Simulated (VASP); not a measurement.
Input of a VASP 6.6.1 run:

Contents of INCAR:

```
SYSTEM = RbBr
ALGO = Normal ; EDIFF = 1E-6
ENCUT = 500 ; GGA = PE
GGA_COMPAT = .FALSE. ; ISIF = 2
ISMEAR = 0 ; LASPH = .TRUE.
LCHARG = .FALSE. ; LREAL = .FALSE.
LWAVE = .FALSE. ; NBANDS = 15
NELM = 120 ; PREC = Accurate
SIGMA = 0.01
```

Contents of KPOINTS:

```
k-points
0
G
  4 4 4
  0 0 0
```

POSCAR

```
RbBr
1.0
    4.2573844259      0.0000000000      0.0000000000
    0.0000000000      4.2573844259      0.0000000000
    0.0000000000      0.0000000000      4.2573844259
Rb Br
1 1
Direct
    0.0000000000      0.0000000000      0.0000000000
    0.5000000000      0.5000000000      0.5000000000
```

Potentials or basis: VASP PAW PBE potentials, release 64 (Rb_sv, Br).

Launch:

```console
$ cat potpaw_PBE.64/Rb_sv/POTCAR potpaw_PBE.64/Br/POTCAR > POTCAR
$ mpirun -np 1 vasp_std > vasp.out
```

Estimate the band gap on the k mesh.

3.79 eV (least direct gap 3.93 eV).

What does it give for the pressure?

-0.5 GPa.

A k mesh can miss the band edges.
